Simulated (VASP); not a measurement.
# LiCl: single point with PBEsol

Crystal: LiCl.

```
CELL_PARAMETERS angstrom
0.00000 2.43957 2.43957
2.43957 0.00000 2.43957
2.43957 2.43957 0.00000
ATOMIC_POSITIONS crystal
Cl 0.50000 0.50000 0.50000
Li 0.00000 0.00000 0.00000
```

```yaml
Program: VASP 6.6.1
Task: single point
Functional: PBEsol
Potentials_or_basis: VASP PAW PBE potentials, release 64 (Cl, Li_sv)
Cutoff: 750 eV
k_mesh: 9 × 9 × 9
Occupations: fermi-dirac, width 0.05 eV
Spin: no spin polarisation
```

- Pressure: 4.9 GPa
- Band gap on the k mesh: 6.75 eV (least direct gap 7.08 eV)

Levels at points of the mesh, in eV from the valence-band top:
```csv
k point,band 2,band 3,band 4,band 5,band 6,band 7,band 8,band 9
"(0.00, 0.00, 0.00)",-14.00,0.00,0.00,0.00,7.08,11.90,11.90,11.90
```

Run time: 17 s on 1 thread of Intel Xeon 8259CL, with other jobs on the host, peak memory 0.17 GiB.

Caveat: the cell stands under pressure; the PAW data sets were made with another functional, which shifts forces and pressure a little; an odd mesh through Γ misses points on the zone boundary, where band edges can lie. Expect the measured gap to be larger: semilocal functionals such as PBEsol lack the derivative discontinuity.
